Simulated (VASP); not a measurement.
Wanted: the native input for a VASP 6.6.1 run.

| Property | Result |
| --- | --- |
| Task | single point |
| Functional | PBE |
| Potentials or basis | VASP PAW PBE potentials, release 64 (Mo_sv) |
| Cutoff | 520 eV |
| k mesh | 16 × 16 × 16 |
| Occupations | fermi-dirac, width 0.08 eV |
| Spin | no spin polarisation |
| Dipole correction | no |
| Further INCAR settings | ALGO = Normal; EDIFF = 1e-06; NBANDS = 13 |

The structure of Mo lies in POSCAR:

```
Mo
1.0
    2.2553198533      0.0000000000      0.0000000000
    0.0000000000      2.2553198533      0.0000000000
    0.0000000000      0.0000000000      2.2553198533
Mo
1
Direct
    0.0000000000      0.0000000000      0.0000000000
```

This cell differs from its parent crystal: volume scaled by 0.65.

These files were run (other wordings do the same):

INCAR

```
SYSTEM = Mo
  ALGO = Normal
  EDIFF = 1E-6
  ENCUT = 520
  GGA = PE
  ISIF = 2
  ISMEAR = -1
  LASPH = .TRUE.
  LCHARG = .FALSE.
  LREAL = .FALSE.
  LWAVE = .FALSE.
  NBANDS = 13
  NELM = 100
  PREC = Accurate
  SIGMA = 0.08
```

KPOINTS

```
k-points
0
G
  16 16 16
  0 0 0
```

Potentials or basis: VASP PAW PBE potentials, release 64 (Mo_sv).

Command:

```sh
$ cat potpaw_PBE.64/Mo_sv/POTCAR > POTCAR
$ mpirun -np 1 vasp_std > vasp.out
```

Results of the run:

- Pressure: 198.6 GPa
- Band gap on the k mesh: zero (band 7 reaches 20.21 eV, above the bottom of band 8 at 16.86 eV)

It took 6.8 s on 1 thread of Intel(R) Xeon(R) 6975P-C (Granite Rapids), on a shared host, peak memory 0.13 GiB.
